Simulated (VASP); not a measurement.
# SiC (Pm-3m) in VASP: single point with PBE

Aim: the single point of SiC with PBE.

Everything below comes from runs of VASP 6.6.1. Logs are shortened: lines on timing, memory, paths and dates and some standing lists are left out, and cuts for length are marked.

### Step 1. The cell of the first run

It takes space group Pm-3m (No. 221, cubic). The conventional cell has a = 2.623 Å, b = 2.623 Å, c = 2.623 Å, α = 90.00°, β = 90.00°, γ = 90.00°. Within 3.0 Å of C (site symmetry m-3m) lie 8 Si at 2.27 Å and 6 C at 2.62 Å. Within 3.0 Å of Si (site symmetry m-3m) lie 8 C at 2.27 Å and 6 Si at 2.62 Å.

### Step 2. Single point, PBE

INCAR

```
SYSTEM = SiC
PREC = Accurate
ENCUT = 520
EDIFF = 1E-6
ISMEAR = 0
SIGMA = 0.05
LREAL = .False.
LASPH = .True.
NELM = 60
ALGO = Normal
ISIF = 2
LWAVE = .False.
LCHARG = .False.
GGA = PE
NBANDS = 11
```

KPOINTS

```
regular mesh
0
Gamma
  6 6 6
  0 0 0
```

POSCAR

```
SiC
1.0
    2.6233416948      0.0000000000      0.0000000000
    0.0000000000      2.6233416948      0.0000000000
    0.0000000000      0.0000000000      2.6233416948
C Si
1 1
Direct
    0.0000000000      0.0000000000      0.0000000000
    0.5000000000      0.5000000000      0.5000000000
```

Potentials or basis: VASP PAW PBE potentials, release 64 (C, Si).

Command:

```console
> cat potpaw_PBE.64/C/POTCAR potpaw_PBE.64/Si/POTCAR > POTCAR
> mpirun -np 1 vasp_std > vasp.out
```

OUTCAR:

```text
SYSTEM = SiC
   PREC = Accurate
   ENCUT = 520
   EDIFF = 1E-6
   ISMEAR = 0
   LREAL = .False.
   LASPH = .True.
   NELM = 60
   ISIF = 2
   GGA = PE

 ion  position               nearest neighbor table
   1  0.000  0.000  0.000-   2 2.27   2 2.27   2 2.27   2 2.27   2 2.27   2 2.27   2 2.27   2 2.27

   2  0.500  0.500  0.500-   1 2.27   1 2.27   1 2.27   1 2.27   1 2.27   1 2.27   1 2.27   1 2.27

  LATTYP: Found a simple cubic cell.
 ALAT       =     2.6233416948

  Lattice vectors:

 A1 = (   2.6233416948,   0.0000000000,   0.0000000000)
 A2 = (   0.0000000000,   2.6233416948,   0.0000000000)
 A3 = (   0.0000000000,   0.0000000000,   2.6233416948)

Analysis of symmetry for initial positions (statically):
=====================================================================
 Subroutine PRICEL returns:
 Original cell was already a primitive cell.

 Routine SETGRP: Setting up the symmetry group for a
 simple cubic supercell.

 Subroutine GETGRP returns: Found 48 space group operations
 (whereof 48 operations were pure point group operations)
 out of a pool of 48 trial point group operations.

The static configuration has the point symmetry O_h .

Analysis of symmetry for dynamics (positions and initial velocities):
=====================================================================
 Subroutine PRICEL returns:
 Original cell was already a primitive cell.

 Routine SETGRP: Setting up the symmetry group for a
 simple cubic supercell.

 Subroutine GETGRP returns: Found 48 space group operations
 (whereof 48 operations were pure point group operations)
 out of a pool of 48 trial point group operations.

The dynamic configuration has the point symmetry O_h .

 Subroutine INISYM returns: Found 48 space group operations
 (whereof 48 operations are pure point group operations),
 and found     1 'primitive' translations

----------------------------------------------------------------------------------------

                                     Primitive cell

  volume of cell :      18.0536

  direct lattice vectors                    reciprocal lattice vectors
     2.623341695  0.000000000  0.000000000     0.381193194  0.000000000  0.000000000
     0.000000000  2.623341695  0.000000000     0.000000000  0.381193194  0.000000000
     0.000000000  0.000000000  2.623341695     0.000000000  0.000000000  0.381193194

  length of vectors
     2.623341695  2.623341695  2.623341695     0.381193194  0.381193194  0.381193194

  position of ions in fractional coordinates (direct lattice)
     0.000000000  0.000000000  0.000000000
     0.500000000  0.500000000  0.500000000

  ion indices of the primitive-cell ions
   primitive index   ion index
                 1           1
                 2           2

----------------------------------------------------------------------------------------

 KPOINTS: regular mesh

Automatic generation of k-mesh.
 Grid dimensions read from file:
 generate k-points for:    6    6    6

 Generating k-lattice:

  Cartesian coordinates                     Fractional coordinates (reciprocal lattice)
     0.063532199  0.000000000  0.000000000     0.166666667  0.000000000  0.000000000
     0.000000000  0.063532199  0.000000000     0.000000000  0.166666667  0.000000000
     0.000000000  0.000000000  0.063532199     0.000000000  0.000000000  0.166666667

  Length of vectors
     0.063532199  0.063532199  0.063532199

  Shift w.r.t. Gamma in fractional coordinates (k-lattice)
     0.000000000  0.000000000  0.000000000

 Subroutine IBZKPT returns following result:
 ===========================================

 Found     20 irreducible k-points:

 Following reciprocal coordinates:
            Coordinates               Weight
  0.000000  0.000000  0.000000      1.000000
  0.166667  0.000000  0.000000      6.000000
  0.333333  0.000000  0.000000      6.000000
  0.500000  0.000000  0.000000      3.000000
  0.166667  0.166667  0.000000     12.000000
  0.333333  0.166667  0.000000     24.000000
[... 12 lines left out ...]
  0.500000  0.500000  0.333333      6.000000
  0.500000  0.500000  0.500000      1.000000
   k-points           NKPTS =     20   k-points in BZ     NKDIM =     20   number of bands    NBANDS=     11
   number of dos      NEDOS =    301   number of ions     NIONS =      2
   total plane-waves  NPLWV =   8000
   dimension x,y,z NGX =    20 NGY =   20 NGZ =   20
   dimension x,y,z NGXF=    40 NGYF=   40 NGZF=   40
   ions per type =               1   1
   NGX,Y,Z   is equivalent  to a cutoff of  12.67, 12.67, 12.67 a.u.
   NGXF,Y,Z  is equivalent  to a cutoff of  25.35, 25.35, 25.35 a.u.
 SYSTEM =  SiC
   PREC   = accura    normal or accurate (medium, high low for compatibility)
   ISTART =      0    job   : 0-new  1-cont  2-samecut
   ICHARG =      2    charge: 1-file 2-atom 10-const
   ISPIN  =      1    spin polarized calculation?
   LNONCOLLINEAR =      F non collinear calculations
   LSORBIT =      F    spin-orbit coupling
   LASPH  =      T    aspherical Exc in radial PAW
   ENCUT  =  520.0 eV  38.22 Ry    6.18 a.u.   4.88  4.88  4.88*2*pi/ulx,y,z
   NELM   =     60;   NELMIN=  2; NELMDL= -5     # of ELM steps
   EDIFF  = 0.1E-05   stopping-criterion for ELM
   LREAL  =      F    real-space projection
   EDIFFG = 0.1E-04   stopping-criterion for IOM
   NSW    =      0    number of steps for IOM
   IBRION =     -1    ionic relax: 0-MD 1-quasi-New 2-CG
   NFREE  =      0    steps in history (QN), initial steepest desc. (CG)
   ISIF   =      2    stress and relaxation
   ISYM   =      2    0-nonsym 1-usesym 2-fastsym
   POTIM  = 0.5000    time-step for ionic-motion
   TEBEG  =    0.0;   TEEND  =   0.0 temperature during run
   PSTRESS=    0.0 pullay stress
   NELECT =       8.0000    total number of electrons
   NUPDOWN=      -1.0000    fix difference up-down
   EMIN   =  10.00;   EMAX   =-10.00  energy-range for DOS
   EFERMI =   0.00;   METHOD = LEGACY
   ISMEAR =     0;   SIGMA  =   0.05  broadening in eV -4-tet -1-fermi 0-gaus
   EFERMI_NEDOS =   21; number of points for ismear=-14 and -15
   IALGO  =     38    algorithm
   IMIX   =      4    mixing-type and parameters
     AMIX     =   0.40;   BMIX     =  1.00
     AMIX_MAG =   1.60;   BMIX_MAG =  1.00
  volume/ion in A,a.u.               =       9.03        60.92
  Fermi-wavevector in a.u.,A,eV,Ry     =   1.248102  2.358570 21.194581  1.557758
  Thomas-Fermi vector in A             =   2.382204
   LORBIT       =      0    0 simple, 1 ext, 2 COOP (PROOUT), +10 PAW based schemes
   GGA     = PE    functional components
   LHFCALC =     F    Hartree Fock is set to
   AEXX    =    0.0000 exact exchange contribution
   IVDW    =     0    specifies the selected vdW correction
   LEPSILON=     F    determine dielectric tensor
   LRPA    =     F    only Hartree local field effects (RPA)
 non-spin polarized calculation
 Gauss-broadening in eV      SIGMA  =   0.05
  energy-cutoff  :      520.00
  volume of cell :       18.05
 maximum number of plane-waves:       500
 NGX is ok and might be reduce to    20
   NGX =  9   NGY =  9   NGZ =  9

 number of electron       7.9999999 magnetization

 Free energy of the ion-electron system (eV)
  ---------------------------------------------------
  ext. energy  EPLUGINS =         0.00000000
  ---------------------------------------------------
  free energy    TOTEN  =       -10.94605391 eV

  energy without entropy =      -10.94427367  energy(sigma->0) =      -10.94516379

 E-fermi :  11.3368     XC(G=0): -12.4896

 val. band max:       11.2917596584   @ k =   0.5000   0.3333   0.1667
 cond. band min:      11.6862296518   @ k =   0.3333   0.0000   0.0000
 fundamental gap:      0.3944699934
 Fermi energy:        11.3368162008

 k-point     1 :       0.0000    0.0000    0.0000
  band No.  band energies     occupation
      1      -6.2773      2.00000
      2      10.3359      2.00000
      3      10.3359      2.00000
      4      10.3359      2.00000
      5      13.2128      0.00000
      6      16.4088      0.00000
      7      16.4088      0.00000
      8      24.4826      0.00000
      9      24.4826      0.00000
     10      24.4826      0.00000
     11      31.8248      0.00000

 k-point     2 :       0.1667    0.0000    0.0000
  band No.  band energies     occupation
      1      -5.7360      2.00000
      2       6.8178      2.00000
      3      10.7186      2.00000
      4      10.7186      2.00000
      5      14.2130      0.00000
      6      16.9498      0.00000
      7      19.1001      0.00000
      8      23.1672      0.00000
      9      23.1672      0.00000
     10      24.4580      0.00000
     11      31.2521      0.00000

 k-point     3 :       0.3333    0.0000    0.0000
  band No.  band energies     occupation
      1      -4.1404      2.00000
      2       2.4129      2.00000
      3      11.6862      0.00000
      4      11.6862      0.00000
      5      15.4485      0.00000
      6      18.4591      0.00000
      7      19.4116      0.00000
      8      20.5533      0.00000
      9      20.5533      0.00000
     10      27.1201      0.00000
     11      28.2717      0.00000

 k-point     4 :       0.5000    0.0000    0.0000
  band No.  band energies     occupation
      1      -2.1299      2.00000
      2      -0.5782      2.00000
      3      12.3589      0.00000
      4      12.3589      0.00000
      5      16.6845      0.00000
      6      18.0408      0.00000
      7      19.1692      0.00000
      8      19.1692      0.00000
      9      19.8169      0.00000
     10      24.5805      0.00000
     11      31.3487      0.00000
[... 183 lines left out ...]
 k-point    18 :       0.5000    0.3333    0.3333
  band No.  band energies     occupation
      1       1.6621      2.00000
      2       3.7163      2.00000
      3       7.5501      2.00000
      4       7.9286      2.00000
      5      10.7613      2.00000
      6      10.9630      2.00000
      7      14.5632      0.00000
      8      17.5242      0.00000
      9      28.6704      0.00000
     10      29.9439      0.00000
     11      30.2267      0.00000

 k-point    19 :       0.5000    0.5000    0.3333
  band No.  band energies     occupation
      1       3.1764      2.00000
      2       5.4058      2.00000
      3       5.4058      2.00000
      4       8.1474      2.00000
      5       8.9940      2.00000
      6      12.4726      0.00000
      7      12.4726      0.00000
      8      15.0649      0.00000
      9      29.9344      0.00000
     10      30.5034      0.00000
     11      30.5034      0.00000

 k-point    20 :       0.5000    0.5000    0.5000
  band No.  band energies     occupation
      1       4.4683      2.00000
      2       6.9745      2.00000
      3       6.9745      2.00000
      4       6.9745      2.00000
      5       9.8978      2.00000
      6       9.8978      2.00000
      7       9.8978      2.00000
      8      12.3836      0.00000
      9      31.2812      0.00000
     10      31.2812      0.00000
     11      31.2812      0.00000

------------------------ aborting loop because EDIFF is reached ----------------------------------------

  FORCE on cell =-STRESS in cart. coord.  units (eV):
  Direction    XX          YY          ZZ          XY          YZ          ZX
  --------------------------------------------------------------------------------------
  -------------------------------------------------------------------------------------
  Total        0.3528817      0.3528817      0.3528817     -0.0000000     -0.0000000      0.0000000
  in kB       31.3166424     31.3166424     31.3166424     -0.0000000     -0.0000000      0.0000000
  external PRESSURE =      31.3166424 kB  Pullay stress =       0.0000000 kB

 VOLUME and BASIS-vectors are now :
 -----------------------------------------------------------------------------
  energy-cutoff  :      520.00
  volume of cell :       18.05
      direct lattice vectors                 reciprocal lattice vectors
     2.623341695  0.000000000  0.000000000     0.381193194  0.000000000  0.000000000
     0.000000000  2.623341695  0.000000000     0.000000000  0.381193194  0.000000000
     0.000000000  0.000000000  2.623341695     0.000000000  0.000000000  0.381193194

 POSITION                                       TOTAL-FORCE (eV/Angst)
 -----------------------------------------------------------------------------------
      0.00000      0.00000      0.00000         0.000000      0.000000      0.000000
      1.31167      1.31167      1.31167         0.000000      0.000000      0.000000
 -----------------------------------------------------------------------------------
    total drift:                                0.000000      0.000000     -0.000000

  FREE ENERGIE OF THE ION-ELECTRON SYSTEM (eV)
  ---------------------------------------------------
  free  energy   TOTEN  =       -10.9460539105 eV

  energy  without entropy=      -10.9442736722  energy(sigma->0) =      -10.94516379
```

Run time: 3.2 s. Hardware: 1 thread of Intel Xeon Platinum 8375C at 2.90GHz (Ice Lake), shared host; peak memory 0.12 GiB.

Results:

```yaml
Free_energy: -10.9461 eV
Pressure: 3.1 GPa
Band_gap_on_the_k_mesh: zero (band 4 reaches 12.68 eV, above the bottom of band 5 at 8.99 eV)
```

Levels at points of the mesh, in eV from the Fermi level:
| k point | band 1 | band 2 | band 3 | band 4 | band 5 | band 6 | band 7 | band 8 |
| --- | --- | --- | --- | --- | --- | --- | --- | --- |
| (0.00, 0.00, 0.00) | -17.61 | -1.00 | -1.00 | -1.00 | 1.88 | 5.07 | 5.07 | 13.15 |
| (0.50, 0.00, 0.00) | -13.47 | -11.92 | 1.02 | 1.02 | 5.35 | 6.70 | 7.83 | 7.83 |
| (0.50, 0.50, 0.00) | -9.87 | -7.95 | -7.95 | -5.35 | 2.58 | 9.06 | 9.06 | 11.39 |
| (0.50, 0.50, 0.50) | -6.87 | -4.36 | -4.36 | -4.36 | -1.44 | -1.44 | -1.44 | 1.05 |

Caveat: the k points lie up to 0.40 Å⁻¹ apart.
